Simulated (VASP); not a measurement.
Al, 1 atom in the cell. Symmetry: Fm-3m, No. 225, cubic system. The conventional cell has a = 4.039 Å, b = 4.039 Å, c = 4.039 Å, α = 90.00°, β = 90.00°, γ = 90.00°. Al (site symmetry m-3m) has 12 Al at 2.86 Å within 3.8 Å. 

```yaml
Program: VASP 6.6.1
Task: single point
Functional: r2SCAN
Potentials_or_basis: VASP PAW PBE potentials, release 64 (Al)
Cutoff: 550 eV
k_mesh: 9 × 9 × 9
Occupations: fermi-dirac, width 0.1 eV
Spin: no spin polarisation
Dipole_correction: no
Further_INCAR_settings: ALGO = Normal; EDIFF = 1e-06; NBANDS = 8
```

Potentials or basis: VASP PAW PBE potentials, release 64 (Al).

Launch:

```console
$ cat potpaw_PBE.64/Al/POTCAR > POTCAR
$ cp INCAR.step1 INCAR
$ mpirun -np 1 vasp_std > vasp.out
$ cp INCAR.step2 INCAR
$ mpirun -np 1 vasp_std > vasp.out
```

Hardware: 1 thread of Intel Xeon 8259CL, with other jobs on the host.

Problem. How long does it take, and how much memory?

Solution. Run time: 24 s on 1 thread of Intel Xeon 8259CL (shared host), peak memory 0.13 GiB. Counts: k points 35.
